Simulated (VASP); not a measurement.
Wanted: the native input for a VASP 6.6.1 run.

* Task: relaxation of the atoms
* Functional: r2SCAN
* Potentials or basis: VASP PAW PBE potentials, release 64 (Ga_d, Sb)
* Cutoff: 520 eV
* k mesh: 10 × 10 × 10
* Occupations: fermi-dirac, width 0.1 eV
* Spin: no spin polarisation
* Dipole correction: no
* Further INCAR settings: ALGO = Normal; EDIFF = 1e-06; IBRION = 2; EDIFFG = -0.01; NSW = 50

GaSb:

```
CELL_PARAMETERS angstrom
0.00000 3.08707 3.08707
3.08707 0.00000 3.08707
3.08707 3.08707 0.00000
ATOMIC_POSITIONS crystal
Ga 0.00000 0.00000 0.00000
Sb 0.25000 0.25000 0.25000
```

These files were run (other wordings do the same):

POSCAR

```
GaSb
1.0
    0.0000000000      3.0870684900      3.0870684900
    3.0870684900      0.0000000000      3.0870684900
    3.0870684900      3.0870684900      0.0000000000
Ga Sb
1 1
Direct
    0.0000000000      0.0000000000      0.0000000000
    0.2500000000      0.2500000000      0.2500000000
```

INCAR.step1

```
ALGO     = Normal         # electronic algorithm
EDIFF    = 1E-4           # SCF threshold, eV
ENCUT    = 520            # plane-wave cutoff, eV
GGA      = PE             # functional
ISMEAR   = -1             # smearing method
LASPH    = True           # aspherical terms in the spheres
LCHARG   = False          # write CHGCAR
LREAL    = False          # projectors in reciprocal space
LWAVE    = True           # write WAVECAR
NELM     = 60             # most SCF steps
PREC     = Accurate       # precision mode
SIGMA    = 0.1            # smearing width, eV
```

INCAR.step2

```
ALGO     = Normal         # electronic algorithm
EDIFF    = 1E-6           # SCF threshold, eV
EDIFFG   = -0.01          # ionic threshold
ENCUT    = 520            # plane-wave cutoff, eV
IBRION   = 2              # ionic algorithm
ISIF     = 2              # what is computed and relaxed
ISMEAR   = -1             # smearing method
ISTART   = 1            
LASPH    = True           # aspherical terms in the spheres
LCHARG   = False          # write CHGCAR
LMIXTAU  = True         
LREAL    = False          # projectors in reciprocal space
LWAVE    = False          # write WAVECAR
METAGGA  = R2SCAN         # meta-GGA
NELM     = 60             # most SCF steps
NSW      = 50             # ionic steps
PREC     = Accurate       # precision mode
SIGMA    = 0.1            # smearing width, eV
```

KPOINTS

```
k-points
0
Gamma
  10 10 10
```

Potentials or basis: VASP PAW PBE potentials, release 64 (Ga_d, Sb).

Command:

```bash
$ cat potpaw_PBE.64/Ga_d/POTCAR potpaw_PBE.64/Sb/POTCAR > POTCAR
$ cp INCAR.step1 INCAR
$ mpirun -np 1 vasp_std > vasp.out
$ cp INCAR.step2 INCAR
$ mpirun -np 1 vasp_std > vasp.out
```

Results of the run:

| Item | Value |
| --- | --- |
| Pressure after relaxing | -0.9 GPa |
| Band gap on the k mesh | 0.24 eV |

Caveat: the relaxation stopped at its first step, so nothing moved; the PAW data sets were made with another functional, which shifts forces and pressure a little; spin-orbit coupling is left out, which moves the levels of the heavy elements.

It took 99 s on 1 thread of Intel Xeon 8259CL, on a shared host, peak memory 0.21 GiB.
